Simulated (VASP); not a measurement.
# HfH2 (I4/mmm) in VASP: notebook, part 2 of 2

VASP 6.6.1.

## 4. Single point, PBEsol (7.97 Å³/atom)

This run uses another cell than the first one, of 7.97 Å³/atom.

The input, INCAR:

```
ALGO = Fast
EDIFF = 1E-6
ENCUT = 520
GGA = PS
ISIF = 2
ISMEAR = 0
LASPH = True
LCHARG = True
LELF = True
LREAL = False
LVHAR = True
LWAVE = False
NBANDS = 13
NELM = 100
PREC = Accurate
SIGMA = 0.1
```

The input, KPOINTS:

```
k-points
0
Gamma
  16 16 16
```

The input, POSCAR:

```
HfH2
1.0
   -1.7086455877      1.7086455877      2.0468426488
    1.7086455877     -1.7086455877      2.0468426488
    1.7086455877      1.7086455877     -2.0468426488
Hf H
1 2
Direct
    0.0000000000      0.0000000000      0.0000000000
    0.7500000000      0.2500000000      0.5000000000
    0.2500000000      0.7500000000      0.5000000000
```

Potentials or basis: VASP PAW PBE potentials, release 64 (Hf_pv, H).

Launch:

```sh
$ cat potpaw_PBE.64/Hf_pv/POTCAR potpaw_PBE.64/H/POTCAR > POTCAR
$ mpirun -np 1 vasp_std > vasp.out
```

OUTCAR:

```text
EDIFF = 1E-6
   ENCUT = 520
   GGA = PS
   ISIF = 2
   ISMEAR = 0
   LASPH = True
   LREAL = False
   NELM = 100
   PREC = Accurate

 ion  position               nearest neighbor table
   1  0.000  0.000  0.000-   2 1.99   3 1.99   2 1.99   3 1.99   2 1.99   3 1.99   2 1.99   3 1.99

   2  0.750  0.250  0.500-   1 1.99   1 1.99   1 1.99   1 1.99
   3  0.250  0.750  0.500-   1 1.99   1 1.99   1 1.99   1 1.99

  LATTYP: Found a body centered tetragonal cell.
 ALAT       =     3.4172911754
 C/A-ratio  =     1.1979328326

  Lattice vectors:

 A1 = (  -1.7086455877,   1.7086455877,   2.0468426488)
 A2 = (   1.7086455877,  -1.7086455877,   2.0468426488)
 A3 = (   1.7086455877,   1.7086455877,  -2.0468426488)

Analysis of symmetry for initial positions (statically):
=====================================================================
 Subroutine PRICEL returns:
 Original cell was already a primitive cell.

 Routine SETGRP: Setting up the symmetry group for a
 body centered tetragonal supercell.

 Subroutine GETGRP returns: Found 16 space group operations
 (whereof 16 operations were pure point group operations)
 out of a pool of 16 trial point group operations.

The static configuration has the point symmetry D_4h.

Analysis of symmetry for dynamics (positions and initial velocities):
=====================================================================
 Subroutine PRICEL returns:
 Original cell was already a primitive cell.

 Routine SETGRP: Setting up the symmetry group for a
 body centered tetragonal supercell.

 Subroutine GETGRP returns: Found 16 space group operations
 (whereof 16 operations were pure point group operations)
 out of a pool of 16 trial point group operations.

The dynamic configuration has the point symmetry D_4h.

 Subroutine INISYM returns: Found 16 space group operations
 (whereof 16 operations are pure point group operations),
 and found     1 'primitive' translations

----------------------------------------------------------------------------------------

                                     Primitive cell

  volume of cell :      23.9028

  direct lattice vectors                    reciprocal lattice vectors
    -1.708645588  1.708645588  2.046842649     0.000000000  0.292629439  0.244278670
     1.708645588 -1.708645588  2.046842649     0.292629439  0.000000000  0.244278670
     1.708645588  1.708645588 -2.046842649     0.292629439  0.292629439  0.000000000

  length of vectors
     3.166781381  3.166781381  3.166781381     0.381187693  0.381187693  0.413840522

  position of ions in fractional coordinates (direct lattice)
     0.000000000  0.000000000  0.000000000
     0.750000000  0.250000000  0.500000000
     0.250000000  0.750000000  0.500000000

  ion indices of the primitive-cell ions
   primitive index   ion index
                 1           1
                 2           2
                 3           3

[... 50 lines left out ...]
 -0.125000  0.062500  0.000000     16.000000
 -0.062500  0.062500  0.000000      4.000000
 [... further k-points ...]
   k-points           NKPTS =    349   k-points in BZ     NKDIM =    349   number of bands    NBANDS=     13
   number of dos      NEDOS =    301   number of ions     NIONS =      3
   total plane-waves  NPLWV =  13824
   dimension x,y,z NGX =    24 NGY =   24 NGZ =   24
   dimension x,y,z NGXF=    48 NGYF=   48 NGZF=   48
   ions per type =               1   2
   NGX,Y,Z   is equivalent  to a cutoff of  12.60, 12.60, 12.60 a.u.
   NGXF,Y,Z  is equivalent  to a cutoff of  25.20, 25.20, 25.20 a.u.
 SYSTEM =  unknown system
   PREC   = accura    normal or accurate (medium, high low for compatibility)
   ISTART =      0    job   : 0-new  1-cont  2-samecut
   ICHARG =      2    charge: 1-file 2-atom 10-const
   ISPIN  =      1    spin polarized calculation?
   LNONCOLLINEAR =      F non collinear calculations
   LSORBIT =      F    spin-orbit coupling
   LASPH  =      T    aspherical Exc in radial PAW
   ENCUT  =  520.0 eV  38.22 Ry    6.18 a.u.   5.89  5.89  5.89*2*pi/ulx,y,z
   NELM   =    100;   NELMIN=  2; NELMDL= -5     # of ELM steps
   EDIFF  = 0.1E-05   stopping-criterion for ELM
   LREAL  =      F    real-space projection
   EDIFFG = 0.1E-04   stopping-criterion for IOM
   NSW    =      0    number of steps for IOM
   IBRION =     -1    ionic relax: 0-MD 1-quasi-New 2-CG
   NFREE  =      0    steps in history (QN), initial steepest desc. (CG)
   ISIF   =      2    stress and relaxation
   ISYM   =      2    0-nonsym 1-usesym 2-fastsym
   POTIM  = 0.5000    time-step for ionic-motion
   TEBEG  =    0.0;   TEEND  =   0.0 temperature during run
   PSTRESS=    0.0 pullay stress
   NELECT =      12.0000    total number of electrons
   NUPDOWN=      -1.0000    fix difference up-down
   EMIN   =  10.00;   EMAX   =-10.00  energy-range for DOS
   EFERMI =   0.00;   METHOD = LEGACY
   ISMEAR =     0;   SIGMA  =   0.10  broadening in eV -4-tet -1-fermi 0-gaus
   EFERMI_NEDOS =   21; number of points for ismear=-14 and -15
   IALGO  =     68    algorithm
   IMIX   =      4    mixing-type and parameters
     AMIX     =   0.40;   BMIX     =  1.00
     AMIX_MAG =   1.60;   BMIX_MAG =  1.00
  volume/ion in A,a.u.               =       7.97        53.77
  Fermi-wavevector in a.u.,A,eV,Ry     =   1.301125  2.458770 23.033669  1.692927
  Thomas-Fermi vector in A             =   2.432279
   LORBIT       =      0    0 simple, 1 ext, 2 COOP (PROOUT), +10 PAW based schemes
   GGA     = PS    functional components
   LHFCALC =     F    Hartree Fock is set to
   AEXX    =    0.0000 exact exchange contribution
   IVDW    =     0    specifies the selected vdW correction
   LEPSILON=     F    determine dielectric tensor
   LRPA    =     F    only Hartree local field effects (RPA)
 non-spin polarized calculation
 RMM-DIIS sequential band-by-band and
 Gauss-broadening in eV      SIGMA  =   0.10
  energy-cutoff  :      520.00
  volume of cell :       23.90
 maximum number of plane-waves:       660
   NGX = 11   NGY = 11   NGZ = 11

 number of electron      12.0000002 magnetization

 Free energy of the ion-electron system (eV)
  ---------------------------------------------------
  ext. energy  EPLUGINS =         0.00000000
  ---------------------------------------------------
  free energy    TOTEN  =       -18.74761861 eV

  energy without entropy =      -18.74515153  energy(sigma->0) =      -18.74638507

 E-fermi :   5.8791     XC(G=0): -11.9880

 val. band max:        5.8739669894   @ k =  -0.1250  -0.1250   0.0625
 cond. band min:       5.8810683063   @ k =  -0.1875  -0.1875   0.1250
 fundamental gap:      0.0071013169
 Fermi energy:         5.8791016411

 k-point     1 :       0.0000    0.0000    0.0000
  band No.  band energies     occupation
      1     -24.6919      2.00000
      2     -24.6919      2.00000
      3     -24.6197      2.00000
      4      -5.9162      2.00000
      5       4.8317      2.00000
      6       5.3778      2.00000
      7       5.3778      2.00000
      8       6.5262      0.00000
      9       7.6137      0.00000
     10       9.4058      0.00000
     11      17.8849      0.00000
     12      17.8849      0.00000
     13      18.5369      0.00000
[... 354 lines left out ...]
  band No.  band energies     occupation
      1     -24.7259      2.00000
      2     -24.6961      2.00000
      3     -24.6311      2.00000
      4      -5.7662      2.00000
      5       3.6953      2.00000
      6       5.5126      2.00000
      7       6.5853      0.00000
      8       6.6745      0.00000
      9       7.4714      0.00000
     10       9.2496      0.00000
     11      17.3992      0.00000
     12      18.0411      0.00000
     13      19.5858      0.00000

 [... further k-points ...]

------------------------ aborting loop because EDIFF is reached ----------------------------------------

  FORCE on cell =-STRESS in cart. coord.  units (eV):
  Direction    XX          YY          ZZ          XY          YZ          ZX
  --------------------------------------------------------------------------------------
  -------------------------------------------------------------------------------------
  Total        1.4645154      1.4645154      1.4833339      0.0000000     -0.0000000     -0.0000000
  in kB       98.1648711     98.1648711     99.4262507      0.0000000     -0.0000000     -0.0000000
  external PRESSURE =      98.5853309 kB  Pullay stress =       0.0000000 kB

 VOLUME and BASIS-vectors are now :
 -----------------------------------------------------------------------------
  energy-cutoff  :      520.00
  volume of cell :       23.90
      direct lattice vectors                 reciprocal lattice vectors
    -1.708645588  1.708645588  2.046842649     0.000000000  0.292629439  0.244278670
     1.708645588 -1.708645588  2.046842649     0.292629439  0.000000000  0.244278670
     1.708645588  1.708645588 -2.046842649     0.292629439  0.292629439  0.000000000

 POSITION                                       TOTAL-FORCE (eV/Angst)
 -----------------------------------------------------------------------------------
      0.00000      0.00000      0.00000        -0.000000      0.000000      0.000000
     -0.00000      1.70865      1.02342        -0.000000      0.000000     -0.000000
      1.70865     -0.00000      1.02342         0.000000     -0.000000     -0.000000
 -----------------------------------------------------------------------------------
    total drift:                               -0.000000      0.000000      0.000000

  FREE ENERGIE OF THE ION-ELECTRON SYSTEM (eV)
  ---------------------------------------------------
  free  energy   TOTEN  =       -18.7476186053 eV

  energy  without entropy=      -18.7451515339  energy(sigma->0) =      -18.74638507
```

OSZICAR:

```text
N       E                     dE             d eps       ncg     rms          rms(c)
DAV:   1     0.154929531276E+02    0.15493E+02   -0.64636E+03  9106   0.870E+02
DAV:   2    -0.190596411788E+02   -0.34553E+02   -0.33289E+02 11094   0.183E+02
DAV:   3    -0.198436038143E+02   -0.78396E+00   -0.78117E+00 11405   0.194E+01
DAV:   4    -0.198463560089E+02   -0.27522E-02   -0.27520E-02 10248   0.141E+00
DAV:   5    -0.198463698483E+02   -0.13839E-04   -0.13839E-04 11456   0.870E-02    0.543E+01
RMM:   6    -0.189625296945E+02    0.88384E+00   -0.48437E-01  9195   0.401E+00    0.333E+01
RMM:   7    -0.187900891622E+02    0.17244E+00   -0.82914E-01 10762   0.537E+00    0.465E+00
RMM:   8    -0.187512508833E+02    0.38838E-01   -0.10590E-01  9270   0.199E+00    0.146E+00
RMM:   9    -0.187475665955E+02    0.36843E-02   -0.64237E-03 10376   0.552E-01    0.386E-01
RMM:  10    -0.187476302987E+02   -0.63703E-04   -0.79186E-04 12094   0.211E-01    0.164E-01
RMM:  11    -0.187476164804E+02    0.13818E-04   -0.90051E-05 11664   0.695E-02    0.168E-02
RMM:  12    -0.187476182584E+02   -0.17780E-05   -0.16194E-05 12218   0.269E-02    0.529E-03
RMM:  13    -0.187476186053E+02   -0.34694E-06   -0.28527E-06 10036   0.108E-02
   1 F= -.18747619E+02 E0= -.18746385E+02  d E =-.246707E-02
```

It took 76 s on 1 thread of Oxide Virtual Turin-like, shared host; peak memory 0.19 GiB.

What came out:

- Free energy: -18.7476 eV
- Pressure: 9.9 GPa
- Band gap on the k mesh: zero (bands 6 and 7 overlap by 1.25 eV)

Levels at points of the mesh, in eV from the Fermi level:
```
           k point  band 2  band 3  band 4  band 5  band 6  band 7  band 8  band 9  band 10  band 11
(0.00, 0.00, 0.00)  -30.57  -30.50  -11.80   -1.05   -0.50   -0.50    0.65    1.73     3.53    12.01
(0.50, 0.00, 0.00)  -30.75  -30.56   -8.81   -5.08   -1.14    0.99    4.03    4.75     5.68     7.48
(0.50, 0.50, 0.00)  -30.79  -30.68   -6.79   -5.82   -4.52    4.18    4.38    6.14     6.89     8.34
(0.50, 0.50, 0.50)  -30.97  -30.97   -8.42   -4.14   -3.73    5.22    5.31    5.31     5.89     5.89
```

Caveat: the cell stands under pressure; the PAW data sets were made with another functional, which shifts forces and pressure a little; spin-orbit coupling is left out, which moves the levels of the heavy elements.

## 5. Single point, PBEsol (8.22 Å³/atom)

This run uses another cell than the first one, of 8.22 Å³/atom.

The input, INCAR:

```
SYSTEM = HfH2
PREC = Accurate
ENCUT = 520
EDIFF = 1E-7
ISMEAR = 0
SIGMA = 0.1
LREAL = .FALSE.
LASPH = .TRUE.
NELM = 60
ALGO = Fast
ISIF = 2
LWAVE = .FALSE.
LCHARG = .FALSE.
GGA = PS
NBANDS = 13
```

The input, KPOINTS:

```
regular mesh
0
G
  16 16 16
  0 0 0
```

The input, POSCAR:

```
HfH2
1.0
   -1.7202456649      1.7202456649      2.0837776371
    1.7202456649     -1.7202456649      2.0837776371
    1.7202456649      1.7202456649     -2.0837776371
Hf H
1 2
Direct
    0.0000000000      0.0000000000      0.0000000000
    0.7500000000      0.2500000000      0.5000000000
    0.2500000000      0.7500000000      0.5000000000
```

Launch:

```sh
$ cat potpaw_PBE.64/Hf_pv/POTCAR potpaw_PBE.64/H/POTCAR > POTCAR
$ mpirun -np 1 vasp_std > vasp.out
```

Run time: 80 s. Hardware: 1 thread of Oxide Virtual Turin-like, shared host; peak memory 0.2 GiB.

It converged, with:

| Property | Result |
| --- | --- |
| Free energy | -18.7818 eV |
| Pressure | 4.2 GPa |
| Band gap on the k mesh | zero (bands 6 and 7 overlap by 1.22 eV) |

Levels at points of the mesh, in eV from the Fermi level:
```
           k point  band 4  band 5  band 6  band 7  band 8  band 9
(0.00, 0.00, 0.00)  -11.63   -1.11   -0.50   -0.50    0.55    1.74
(0.50, 0.00, 0.00)   -8.67   -5.13   -1.06    0.86    3.93    4.67
(0.50, 0.50, 0.00)   -6.72   -5.82   -4.40    4.07    4.27    5.86
(0.50, 0.50, 0.50)   -8.19   -4.03   -3.91    5.00    5.09    5.09
```

Caveat: the cell stands under pressure; the PAW data sets were made with another functional, which shifts forces and pressure a little; spin-orbit coupling is left out, which moves the levels of the heavy elements.

## 6. Single point, PBEsol (8.73 Å³/atom)

This run uses another cell than the first one, of 8.73 Å³/atom.

The input, INCAR:

```
SYSTEM = HfH2
PREC = Accurate ; ENCUT = 520
EDIFF = 1E-6 ; ISMEAR = 0
SIGMA = 0.1 ; LREAL = .FALSE.
LASPH = .TRUE. ; NELM = 80
ALGO = Normal ; ISIF = 2
LWAVE = .FALSE. ; LCHARG = .TRUE.
GGA = PS ; LELF = .TRUE.
LVHAR = .TRUE. ; NBANDS = 13
```

The input, KPOINTS:

```
Automatic mesh
0
G
  16 16 16
  0 0 0
```

The input, POSCAR:

```
HfH2
1.0
   -1.7445792995      1.7445792995      2.1513762874
    1.7445792995     -1.7445792995      2.1513762874
    1.7445792995      1.7445792995     -2.1513762874
Hf H
1 2
Direct
    0.0000000000      0.0000000000      0.0000000000
    0.7500000000      0.2500000000      0.5000000000
    0.2500000000      0.7500000000      0.5000000000
```

Potentials or basis: VASP PAW PBE potentials, release 64 (Hf_pv, H).

Launch:

```sh
$ cat potpaw_PBE.64/Hf_pv/POTCAR potpaw_PBE.64/H/POTCAR > POTCAR
$ mpirun -np 1 vasp_std > vasp.out
```

It took 66 s on 1 thread of Oxide Virtual Turin-like, shared host; peak memory 0.21 GiB.

It converged, with:

* Free energy: -18.7779 eV
* Pressure: -4.9 GPa
* Band gap on the k mesh: zero (bands 6 and 7 overlap by 1.18 eV)

Levels at points of the mesh, in eV from the Fermi level:
```tsv
k point	band 4	band 5	band 6	band 7	band 8	band 9
(0.00, 0.00, 0.00)	-11.31	-1.20	-0.49	-0.49	0.40	1.74
(0.50, 0.00, 0.00)	-8.40	-5.19	-0.91	0.66	3.71	4.55
(0.50, 0.50, 0.00)	-6.55	-5.80	-4.19	3.85	4.06	5.35
(0.50, 0.50, 0.50)	-7.78	-4.19	-3.82	4.60	4.70	4.70
```

Caveat: the cell stands under tension; the PAW data sets were made with another functional, which shifts forces and pressure a little; spin-orbit coupling is left out, which moves the levels of the heavy elements.

## 7. Summary

| cell | gap on the mesh (eV) | pressure (GPa) |
| --- | --- | --- |
| a = 3.092 Å, angles 114.0, 114.0, 100.7°, 3 atoms | none | 24.0 |
| a = 3.130 Å, angles 114.3, 114.3, 100.1°, 3 atoms | none | 16.4 |
| a = 3.167 Å, angles 114.7, 114.7, 99.5°, 3 atoms | none | 9.9 |
| a = 3.203 Å, angles 115.0, 115.0, 98.8°, 3 atoms | none | 4.2 |
| a = 3.273 Å, angles 115.6, 115.6, 97.8°, 3 atoms | none | -4.9 |

Alike in all rows: task single point; level PBEsol; potentials or basis VASP PAW PBE potentials, release 64 (Hf_pv, H); no spin polarisation; k mesh 16 × 16 × 16; cutoff (eV) 520; smearing gaussian 0.1 eV.

Caveats: the PAW data sets were made with another functional, which shifts forces and pressure a little; spin-orbit coupling is left out, which moves the levels of the heavy elements; the cell stands under pressure (at least some runs); the cell stands under tension (at least some runs).

Absolute energies hang on the potentials; compare differences alone.

The gap in the log of VASP goes by the Fermi energy; the results here count the filled bands.